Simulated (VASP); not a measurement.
Here is a VASP 6.6.1 calculation.

File POSCAR:

```
WC
1.0
    2.9227510284      0.0000000000      0.0000000000
   -1.4613755142      2.5311766395      0.0000000000
    0.0000000000      0.0000000000      2.8449959301
W C
1 1
Direct
    0.0000000000      0.0000000000      0.0000000000
    0.6666666667      0.3333333333      0.5000000000
```

Contents of INCAR.step1:

```
SYSTEM = WC
PREC     = Accurate       ! precision mode
ENCUT    = 1430           ! plane-wave cutoff, eV
ISMEAR   = 0              ! smearing method
SIGMA    = 0.05           ! smearing width, eV
LREAL    = .False.        ! projectors in reciprocal space
LASPH    = .True.         ! aspherical terms in the spheres
NELM     = 120            ! most SCF steps
NBANDS   = 16             ! bands
GGA      = PE             ! functional
ALGO     = Normal         ! electronic algorithm
EDIFF    = 1E-5           ! SCF threshold, eV
LWAVE    = .True.         ! write WAVECAR
LCHARG   = .False.        ! write CHGCAR
GGA_COMPAT= .False.
```

File INCAR.step2:

```
SYSTEM = WC
PREC     = Accurate       ! precision mode
ENCUT    = 1430           ! plane-wave cutoff, eV
EDIFF    = 1E-6           ! SCF threshold, eV
ISMEAR   = 0              ! smearing method
SIGMA    = 0.05           ! smearing width, eV
LREAL    = .False.        ! projectors in reciprocal space
LASPH    = .True.         ! aspherical terms in the spheres
NELM     = 120            ! most SCF steps
ALGO     = Normal         ! electronic algorithm
ISIF     = 2              ! what is computed and relaxed
LWAVE    = .False.        ! write WAVECAR
LCHARG   = .True.         ! write CHGCAR
METAGGA  = R2SCAN         ! meta-GGA
LMIXTAU  = .True.       
LELF     = .True.         ! ELF
LVHAR    = .True.       
NBANDS   = 16             ! bands
ISTART   = 1            
GGA_COMPAT= .False.
```

The input KPOINTS:

```
Automatic mesh
0
Gamma
  14 14 12
  0 0 0
```

Potentials or basis: VASP PAW PBE potentials, release 64 (W_sv, C_h).

Launch:

```console
$ cat potpaw_PBE.64/W_sv/POTCAR potpaw_PBE.64/C_h/POTCAR > POTCAR
$ cp INCAR.step1 INCAR
$ mpirun -np 1 vasp_std > vasp.out
$ cp INCAR.step2 INCAR
$ mpirun -np 1 vasp_std > vasp.out
```

Predict the band gap on the k mesh.

zero (bands 9 and 10 overlap by 1.32 eV).

Estimate the pressure.

-2.3 GPa.

Stress tensor (GPa, compression positive):
```
-2.38  0.00  0.00
 0.00 -2.38  0.00
 0.00  0.00 -2.15
```

Caveat: the PAW data sets were made with another functional, which shifts forces and pressure a little; spin-orbit coupling is left out, which moves the levels of the heavy elements.
